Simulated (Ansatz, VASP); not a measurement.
# Two plane-wave programs on MoH6

Contents of INCAR:

```
SYSTEM = MoH6
PREC     = Accurate       ! precision mode
ENCUT    = 500            ! plane-wave cutoff, eV
EDIFF    = 1E-7           ! SCF threshold, eV
ISMEAR   = 0              ! smearing method
SIGMA    = 0.15           ! smearing width, eV
LREAL    = .FALSE.        ! projectors in reciprocal space
LASPH    = .TRUE.         ! aspherical terms in the spheres
NELM     = 120            ! most SCF steps
ALGO     = Normal         ! electronic algorithm
ISIF     = 3              ! what is computed and relaxed
LWAVE    = .FALSE.        ! write WAVECAR
LCHARG   = .FALSE.        ! write CHGCAR
GGA      = PE             ! functional
IBRION   = 2              ! ionic algorithm
NSW      = 36             ! ionic steps
EDIFFG   = -0.08          ! ionic threshold
GGA_COMPAT= .FALSE.      
NELMIN   = 4
```

The input KPOINTS:

```
Automatic mesh
0
G
  3 3 3
  0 0 0
```

Contents of POSCAR:

```
MoH6
1.0
    4.0307806200      0.0000000000      0.0000000000
    0.0000000000      4.0307806200      0.0000000000
    0.0000000000      0.0000000000      4.0307806200
H Mo
6 1
Direct
    0.5000000000      0.5000000000      0.2000000000
    0.5000000000      0.5000000000      0.8000000000
    0.2000000000      0.5000000000      0.5000000000
    0.8000000000      0.5000000000      0.5000000000
    0.5000000000      0.2000000000      0.5000000000
    0.5000000000      0.8000000000      0.5000000000
    0.0000000000      0.0000000000      0.0000000000
```

Input for Ansatz:

```yaml
crystal:
  lattice:
    - [4.03078062, 0.0, 0.0]
    - [0.0, 4.03078062, 0.0]
    - [0.0, 0.0, 4.03078062]
  atoms:
    - { symbol: H, position: [0.5, 0.5, 0.2] }
    - { symbol: H, position: [0.5, 0.5, 0.8] }
    - { symbol: H, position: [0.2, 0.5, 0.5] }
    - { symbol: H, position: [0.8, 0.5, 0.5] }
    - { symbol: H, position: [0.5, 0.2, 0.5] }
    - { symbol: H, position: [0.5, 0.8, 0.5] }
    - { symbol: Mo, position: [0.0, 0.0, 0.0] }
basis:
  ecutwfc: 420
kpoints:
  mp_grid: { grid: [3, 3, 3] }
hamiltonian:
  xc: pbe
scf:
  occupations: { method: gaussian, width: 0.15 }
  lower_state_search: "off"
output:
  forces: true
  stress: true
  eigenvalues: true
relax:
  adjacent_minimum: "off"
  f_tol: 0.08
  max_steps: 16
  cell: { stress_tol: 0.8 }
```

Change from the starting cell: species swapped into the CaB6 type (Pm-3m, No. 221).

Alike in both runs: task relaxation of cell and atoms; functional PBE; k mesh 3 × 3 × 3; occupations gaussian, width 0.15 eV; no spin polarisation.

|  | VASP | Ansatz |
| --- | --- | --- |
| version | VASP 6.6.1 | Ansatz 0.2.0 |
| potentials or method | VASP PAW PBE potentials, release 64 (H, Mo_sv), cutoff 500 eV | scalar-relativistic, plane waves, PAW |
| valence electrons in the cell | 20 | 20 |

|  | VASP | Ansatz | Ansatz less VASP |
| --- | --- | --- | --- |
| gap on the k mesh at the Fermi level, each at its own relaxed structure (eV) | none | none | - |
| relaxed volume (Å³/atom) | 4.88 | 4.89 | +0.008 |
| relaxed cell length with the largest relative difference (Å) | 3.245 | 3.247 | +0.0017 |

A gap of «none» marks a metal or a gap that the smearing closes.

The k mesh is coarse, so the values compare programs but aren't converged. Noted on VASP's run: the volume moved by over 15 % at a fixed basis, so the end points are rough.
